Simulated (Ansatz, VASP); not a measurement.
**Two plane-wave programs on Mg3Te2O**

The input INCAR:

```
SYSTEM = Mg3Te2O
PREC = Accurate
ENCUT = 520
EDIFF = 1E-6
ISMEAR = 0
SIGMA = 0.1
LREAL = .False.
LASPH = .True.
NELM = 100
ALGO = Normal
ISIF = 2
LWAVE = .False.
LCHARG = .False.
GGA = PE
NBANDS = 21
```

KPOINTS

```
regular mesh
0
Gamma
  6 6 2
  0 0 0
```

Contents of POSCAR:

```
Mg3Te2O
1.0
    4.7926813600      0.0000000000      0.0000000000
   -2.3963406800      4.1505838100      0.0000000000
    0.0000000000      0.0000000000      7.5188403300
Mg Te O
3 2 1
Direct
    0.5000000000      0.0000000000      0.0000000000
    0.0000000000      0.5000000000      0.0000000000
    0.5000000000      0.5000000000      0.0000000000
    0.3333333300      0.6666666700      0.5000000000
    0.6666666700      0.3333333300      0.5000000000
    0.0000000000      0.0000000000      0.0000000000
```

Input for Ansatz:

```yaml
crystal:
  lattice:
    - [4.79268136, 0.0, 0.0]
    - [-2.39634068, 4.15058381, 0.0]
    - [0.0, 0.0, 7.51884033]
  atoms:
    - { symbol: Mg, position: [0.5, 0.0, 0.0] }
    - { symbol: Mg, position: [0.0, 0.5, 0.0] }
    - { symbol: Mg, position: [0.5, 0.5, 0.0] }
    - { symbol: Te, position: [0.33333333, 0.66666667, 0.5] }
    - { symbol: Te, position: [0.66666667, 0.33333333, 0.5] }
    - { symbol: O, position: [0.0, 0.0, 0.0] }
basis:
  ecutwfc: 420
kpoints:
  mp_grid: { grid: [6, 6, 2] }
hamiltonian:
  xc: pbe
scf:
  occupations: { method: gaussian, width: 0.1 }
  lower_state_search: "off"
output:
  forces: true
  stress: true
  eigenvalues: true
```

Alike in both runs: task single point; functional PBE; k mesh 6 × 6 × 2; occupations gaussian, width 0.1 eV; no spin polarisation.

|  | VASP | Ansatz |
| --- | --- | --- |
| version | VASP 6.6.1 | Ansatz 0.2.0 |
| potentials or method | VASP PAW PBE potentials, release 64 (Mg, Te, O), cutoff 520 eV | scalar-relativistic, plane waves, PAW |
| valence electrons in the cell | 24 | 68 |

Ansatz gave:

```
gap on the k mesh at the Fermi level (eV)                     : none
pressure (GPa)                                                : 12.0
traceless stress, the component that is largest in VASP (GPa) : -14.76
```

Question: What did VASP give for the same quantities?

Answer: gap on the k mesh at the Fermi level (eV): none; pressure (GPa): 12.1; traceless stress, the component that is largest in VASP (GPa): -14.85.

A gap of «none» marks a metal or a gap that the smearing closes. The functional is the same, so the differences come from potentials, cutoffs and numerics. VASP's potentials hold 24 valence electrons a cell and Ansatz's 68, so a difference there can come from the potentials and not from the codes.

The k mesh is coarse, so the values compare programs but aren't converged. Spin-orbit coupling is off throughout.
